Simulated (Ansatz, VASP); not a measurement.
# Ti3Al: VASP beside Ansatz

```
Ti Al
1.0
     0.00000    3.23178    3.23178
     3.23178    0.00000    3.23178
     3.23178    3.23178    0.00000
Ti Al
3 1
Direct
  0.75000 0.75000 0.75000
  0.25000 0.25000 0.25000
  0.00000 0.00000 0.00000
  0.50000 0.50000 0.50000
```

Alike in both runs: task relaxation of cell and atoms; functional PBEsol; k mesh 12 × 12 × 12; occupations gaussian, width 0.1 eV; no spin polarisation.

|  | VASP | Ansatz |
| --- | --- | --- |
| version | VASP 6.6.1 | Ansatz 0.2.0 |
| potentials or method | VASP PAW PBE potentials, release 64 (Ti_sv, Al), cutoff 600 eV | scalar-relativistic, plane waves, PAW |
| valence electrons in the cell | 39 | 39 |

```csv
,VASP,Ansatz,Ansatz less VASP
"gap on the k mesh at the Fermi level, each at its own relaxed structure (eV)",none,none,-
relaxed volume (Å³/atom),16.14,16.15,+0.009
relaxed cell length with the largest relative difference (Å),4.503,4.504,+0.0008
```

VASP's potentials were made for PBE, not for PBEsol, and Ansatz warns of the same on its side. A gap of «none» marks a metal or a gap that the smearing closes.
